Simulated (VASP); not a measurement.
CoO, 2 atoms in the cell. It takes space group R-3m (No. 166, trigonal). The conventional cell has a = 3.011 Å, b = 3.011 Å, c = 7.320 Å, α = 90.00°, β = 90.00°, γ = 120.00°. Co (site symmetry -3m) has 6 O at 2.12 Å within 2.8 Å. O (site symmetry -3m) has 6 Co at 2.12 Å within 2.8 Å. 

- Program: VASP 6.6.1
- Task: single point
- Functional: LDA
- Potentials or basis: VASP PAW LDA potentials, release 64 (Co, O)
- Cutoff: 520 eV
- k mesh: 11 × 11 × 11
- Occupations: fermi-dirac, width 0.05 eV
- Spin: collinear spin, ferromagnetic start
- Starting moments: [2.0, 0.0] μB
- Dipole correction: no
- Further INCAR settings: ALGO = Normal; EDIFF = 1e-07; NBANDS = 18

Potentials or basis: VASP PAW LDA potentials, release 64 (Co, O).

Command:

```bash
$ cat potpaw_LDA.64/Co/POTCAR potpaw_LDA.64/O/POTCAR > POTCAR
$ mpirun -np 1 vasp_std > vasp.out
```

Hardware: 1 thread of Intel Xeon 8259CL (shared host).

Task: How long does it take, and how much memory?

Result: Run time: 93 s on 1 thread of Intel Xeon 8259CL (shared host), peak memory 0.2 GiB. Counts: scf iterations 17, k points 146.
